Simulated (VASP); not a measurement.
MgO (Periclase), 2 atoms in the cell. The typed cell holds 2 atoms: a = 2.979 Å, b = 2.950 Å, c = 2.971 Å, α = 60.76°, β = 59.35°, γ = 60.88°. 

```yaml
Program: VASP 6.6.1
Task: single point
Functional: LDA
Potentials_or_basis: VASP PAW LDA potentials, release 64 (Mg, O)
Cutoff: 520 eV
k_mesh: 6 × 6 × 6
Occupations: gaussian, width 0.01 eV
Spin: no spin polarisation
Dipole_correction: no
Further_INCAR_settings: ALGO = Normal; EDIFF = 1e-06; NBANDS = 11
```

Potentials or basis: VASP PAW LDA potentials, release 64 (Mg, O).

Launch:

```bash
$ cat potpaw_LDA.64/Mg/POTCAR potpaw_LDA.64/O/POTCAR > POTCAR
$ mpirun -np 1 vasp_std > vasp.out
```

Hardware: 1 thread of AMD EPYC 7R43 64-Core Processor (Zen 3), on a shared host.

Task: How long does it take, and how much memory?

Result: Run time: 31 s on 1 thread of AMD EPYC 7R43 64-Core Processor (Zen 3), with other jobs on the host, peak memory 0.11 GiB. Counts: scf iterations 12, k points 112.
